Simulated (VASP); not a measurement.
# BaTe in VASP: notebook, part 2 of 2

VASP 6.6.1.

## (5) Single point, r2SCAN (strain -1.5%)

Contents of POSCAR:

```
BaTe
1.0
    0.0000000000      3.4794010225      3.4794010225
    3.4794010225      0.0000000000      3.4794010225
    3.4794010225      3.4794010225      0.0000000000
Ba Te
1 1
Direct
    0.0000000000      0.0000000000      0.0000000000
    0.5000000000      0.5000000000      0.5000000000
```

Contents of INCAR.step1:

```
SYSTEM = BaTe
PREC = Accurate
ENCUT = 520
ISMEAR = 0
SIGMA = 0.01
LREAL = .FALSE.
LASPH = .TRUE.
NELM = 100
NBANDS = 15
GGA = PE
ALGO = Normal
EDIFF = 1E-4
LWAVE = .TRUE.
LCHARG = .FALSE.
```

Contents of INCAR.step2:

```
SYSTEM = BaTe
PREC = Accurate
ENCUT = 520
EDIFF = 1E-7
ISMEAR = 0
SIGMA = 0.01
LREAL = .FALSE.
LASPH = .TRUE.
NELM = 100
ALGO = Normal
ISIF = 2
LWAVE = .FALSE.
LCHARG = .TRUE.
METAGGA = R2SCAN
LMIXTAU = .TRUE.
LELF = .TRUE.
LVHAR = .TRUE.
NBANDS = 15
ISTART = 1
```

Contents of KPOINTS:

```
Automatic mesh
0
G
  6 6 6
  0 0 0
```

Potentials or basis: VASP PAW PBE potentials, release 64 (Ba_sv, Te).

Run with:

```
$ cat potpaw_PBE.64/Ba_sv/POTCAR potpaw_PBE.64/Te/POTCAR > POTCAR
$ cp INCAR.step1 INCAR
$ mpirun -np 1 vasp_std > vasp.out
$ cp INCAR.step2 INCAR
$ mpirun -np 1 vasp_std > vasp.out
```

OUTCAR:

```text
SYSTEM = BaTe
   PREC = Accurate
   ENCUT = 520
   EDIFF = 1E-7
   ISMEAR = 0
   LREAL = .FALSE.
   LASPH = .TRUE.
   NELM = 100
   ISIF = 2
   METAGGA = R2SCAN
   ISTART = 1

 ion  position               nearest neighbor table
   1  0.000  0.000  0.000-   2 3.48   2 3.48   2 3.48   2 3.48   2 3.48   2 3.48
   2  0.500  0.500  0.500-   1 3.48   1 3.48   1 3.48   1 3.48   1 3.48   1 3.48

  LATTYP: Found a face centered cubic cell.
 ALAT       =     6.9588020450

  Lattice vectors:

 A1 = (   0.0000000000,   3.4794010225,   3.4794010225)
 A2 = (   3.4794010225,   0.0000000000,   3.4794010225)
 A3 = (   3.4794010225,   3.4794010225,   0.0000000000)

Analysis of symmetry for initial positions (statically):
=====================================================================
 Subroutine PRICEL returns:
 Original cell was already a primitive cell.

 Routine SETGRP: Setting up the symmetry group for a
 face centered cubic supercell.

 Subroutine GETGRP returns: Found 48 space group operations
 (whereof 48 operations were pure point group operations)
 out of a pool of 48 trial point group operations.

The static configuration has the point symmetry O_h .

Analysis of symmetry for dynamics (positions and initial velocities):
=====================================================================
 Subroutine PRICEL returns:
 Original cell was already a primitive cell.

 Routine SETGRP: Setting up the symmetry group for a
 face centered cubic supercell.

 Subroutine GETGRP returns: Found 48 space group operations
 (whereof 48 operations were pure point group operations)
 out of a pool of 48 trial point group operations.

The dynamic configuration has the point symmetry O_h .

 Subroutine INISYM returns: Found 48 space group operations
 (whereof 48 operations are pure point group operations),
 and found     1 'primitive' translations

----------------------------------------------------------------------------------------

                                     Primitive cell

  volume of cell :      84.2449

  direct lattice vectors                    reciprocal lattice vectors
     0.000000000  3.479401022  3.479401022    -0.143702895  0.143702895  0.143702895
     3.479401022  0.000000000  3.479401022     0.143702895 -0.143702895  0.143702895
     3.479401022  3.479401022  0.000000000     0.143702895  0.143702895 -0.143702895

  length of vectors
     4.920616115  4.920616115  4.920616115     0.248900715  0.248900715  0.248900715

  position of ions in fractional coordinates (direct lattice)
     0.000000000  0.000000000  0.000000000
     0.500000000  0.500000000  0.500000000

  ion indices of the primitive-cell ions
   primitive index   ion index
                 1           1
                 2           2

----------------------------------------------------------------------------------------

 KPOINTS: Automatic mesh

Automatic generation of k-mesh.
 Grid dimensions read from file:
 generate k-points for:    6    6    6

 Generating k-lattice:

  Cartesian coordinates                     Fractional coordinates (reciprocal lattice)
    -0.023950483  0.023950483  0.023950483     0.166666667  0.000000000  0.000000000
     0.023950483 -0.023950483  0.023950483     0.000000000  0.166666667  0.000000000
     0.023950483  0.023950483 -0.023950483     0.000000000  0.000000000  0.166666667
[... 32 lines left out ...]
   total plane-waves  NPLWV =  64000
   dimension x,y,z NGX =    40 NGY =   40 NGZ =   40
   dimension x,y,z NGXF=    80 NGYF=   80 NGZF=   80
   ions per type =               1   1
   NGX,Y,Z   is equivalent  to a cutoff of  13.51, 13.51, 13.51 a.u.
   NGXF,Y,Z  is equivalent  to a cutoff of  27.03, 27.03, 27.03 a.u.
 SYSTEM =  BaTe
   PREC   = accura    normal or accurate (medium, high low for compatibility)
   ISTART =      1    job   : 0-new  1-cont  2-samecut
   ICHARG =      0    charge: 1-file 2-atom 10-const
   ISPIN  =      1    spin polarized calculation?
   LNONCOLLINEAR =      F non collinear calculations
   LSORBIT =      F    spin-orbit coupling
   LASPH  =      T    aspherical Exc in radial PAW
   ENCUT  =  520.0 eV  38.22 Ry    6.18 a.u.   9.15  9.15  9.15*2*pi/ulx,y,z
   NELM   =    100;   NELMIN=  2; NELMDL=  0     # of ELM steps
   EDIFF  = 0.1E-06   stopping-criterion for ELM
   LREAL  =      F    real-space projection
   EDIFFG = 0.1E-05   stopping-criterion for IOM
   NSW    =      0    number of steps for IOM
   IBRION =     -1    ionic relax: 0-MD 1-quasi-New 2-CG
   NFREE  =      0    steps in history (QN), initial steepest desc. (CG)
   ISIF   =      2    stress and relaxation
   ISYM   =      2    0-nonsym 1-usesym 2-fastsym
   POTIM  = 0.5000    time-step for ionic-motion
   TEBEG  =    0.0;   TEEND  =   0.0 temperature during run
   PSTRESS=    0.0 pullay stress
   NELECT =      16.0000    total number of electrons
   NUPDOWN=      -1.0000    fix difference up-down
   EMIN   =  10.00;   EMAX   =-10.00  energy-range for DOS
   EFERMI =   0.00;   METHOD = LEGACY
   ISMEAR =     0;   SIGMA  =   0.01  broadening in eV -4-tet -1-fermi 0-gaus
   EFERMI_NEDOS =   21; number of points for ismear=-14 and -15
   IALGO  =     38    algorithm
   IMIX   =      4    mixing-type and parameters
     AMIX     =   0.40;   BMIX     =  1.00
     AMIX_MAG =   1.60;   BMIX_MAG =  1.00
  volume/ion in A,a.u.               =      42.12       284.26
  Fermi-wavevector in a.u.,A,eV,Ry     =   0.941023  1.778276 12.048295  0.885525
  Thomas-Fermi vector in A             =   2.068493
   LORBIT       =      0    0 simple, 1 ext, 2 COOP (PROOUT), +10 PAW based schemes
   METAGGA = R2SCAN    functional components
   LHFCALC =     F    Hartree Fock is set to
   AEXX    =    0.0000 exact exchange contribution
   IVDW    =     0    specifies the selected vdW correction
   LEPSILON=     F    determine dielectric tensor
   LRPA    =     F    only Hartree local field effects (RPA)
 non-spin polarized calculation
 Gauss-broadening in eV      SIGMA  =   0.01
  energy-cutoff  :      520.00
  volume of cell :       84.24
 maximum number of plane-waves:      2285
 NGX is ok and might be reduce to    40
   NGX = 19   NGY = 19   NGZ = 19

 number of electron      16.0000000 magnetization

 Free energy of the ion-electron system (eV)
  ---------------------------------------------------
  ext. energy  EPLUGINS =         0.00000000
  ---------------------------------------------------
  free energy    TOTEN  =       -56.00252766 eV

  energy without entropy =      -56.00252766  energy(sigma->0) =      -56.00252766

 E-fermi :   2.3206     XC(G=0):  -8.7051

 val. band max:        2.1795276727   @ k =   0.0000   0.0000   0.0000
 cond. band min:       4.0133909670   @ k =   0.5000   0.5000   0.0000
 fundamental gap:      1.8338632942
 Fermi energy:         2.3206366999

 k-point     1 :       0.0000    0.0000    0.0000
  band No.  band energies     occupation
      1     -25.5826      2.00000
      2     -10.3167      2.00000
      3     -10.3167      2.00000
      4     -10.3167      2.00000
      5      -7.6768      2.00000
      6       2.1795      2.00000
      7       2.1795      2.00000
      8       2.1795      2.00000
      9       5.5103      0.00000
     10       5.5103      0.00000
     11       5.5103      0.00000
     12       5.8446      0.00000
     13       6.2139      0.00000
     14       6.2139      0.00000
[... 257 lines left out ...]
      2     -10.5097      2.00000
      3     -10.4694      2.00000
      4     -10.4419      2.00000
      5      -7.2796      2.00000
      6       1.0773      2.00000
      7       1.1015      2.00000
      8       1.4232      2.00000
      9       5.0959      0.00000
     10       7.2224      0.00000
     11       7.5294      0.00000
     12       8.1648      0.00000
     13       8.5192      0.00000
     14       9.4598      0.00000
     15      10.9727      0.00000

------------------------ aborting loop because EDIFF is reached ----------------------------------------

  FORCE on cell =-STRESS in cart. coord.  units (eV):
  Direction    XX          YY          ZZ          XY          YZ          ZX
  --------------------------------------------------------------------------------------
  -------------------------------------------------------------------------------------
  Total        0.9890780      0.9890780      0.9890780      0.0000000     -0.0000000      0.0000000
  in kB       18.8103836     18.8103836     18.8103836      0.0000000     -0.0000000      0.0000000
  external PRESSURE =      18.8103836 kB  Pullay stress =       0.0000000 kB

 VOLUME and BASIS-vectors are now :
 -----------------------------------------------------------------------------
  energy-cutoff  :      520.00
  volume of cell :       84.24
      direct lattice vectors                 reciprocal lattice vectors
     0.000000000  3.479401022  3.479401022    -0.143702895  0.143702895  0.143702895
     3.479401022  0.000000000  3.479401022     0.143702895 -0.143702895  0.143702895
     3.479401022  3.479401022  0.000000000     0.143702895  0.143702895 -0.143702895

 POSITION                                       TOTAL-FORCE (eV/Angst)
 -----------------------------------------------------------------------------------
      0.00000      0.00000      0.00000         0.000000     -0.000000     -0.000000
      3.47940      3.47940      3.47940         0.000000      0.000000      0.000000
 -----------------------------------------------------------------------------------
    total drift:                                0.000000     -0.000000     -0.000000

  FREE ENERGIE OF THE ION-ELECTRON SYSTEM (eV)
  ---------------------------------------------------
  free  energy   TOTEN  =       -56.0025276580 eV

  energy  without entropy=      -56.0025276580  energy(sigma->0) =      -56.00252766
```

Run time: 4 min. Hardware: 1 thread of Intel Xeon 8259CL, shared host; peak memory 0.26 GiB.

What came out:

```yaml
Free_energy: -56.0025 eV
Pressure: 1.9 GPa
Band_gap_on_the_k_mesh: 1.83 eV (least direct gap 2.22 eV)
```

Caveat: the cell differs from its parent crystal (strain -1.5%); the PAW data sets were made with another functional, which shifts forces and pressure a little; spin-orbit coupling is left out, which moves the levels of the heavy elements. A k mesh can miss the band edges.

## (6) Summary

```csv
level,cell,k mesh,smearing,gap on the mesh (eV),pressure (GPa)
PBE,"a = 4.996 Å, angles 60.0°, 2 atoms",6 × 6 × 6,fermi-dirac 0.02 eV,1.58,0.3
PBE,"a = 5.145 Å, angles 60.0°, 2 atoms",6 × 6 × 6,fermi-dirac 0.02 eV,1.74,-1.9
PBE,"a = 4.996, b = 4.996, c = 4.971 Å, angles 60.2, 60.2, 60.3°, 2 atoms",4 × 4 × 4,gaussian 0.01 eV,1.56,0.4
r2SCAN,"a = 4.921 Å, angles 60.0°, 2 atoms",6 × 6 × 6,gaussian 0.01 eV,1.83,1.9
```

Alike in all rows: task single point; potentials or basis VASP PAW PBE potentials, release 64 (Ba_sv, Te); no spin polarisation; cutoff (eV) 520.

Caveats: spin-orbit coupling is left out, which moves the levels of the heavy elements; the PAW data sets were made with another functional, which shifts forces and pressure a little (at least some runs).

Total energies depend on the potentials used, so only differences within one code and one set of settings carry meaning.
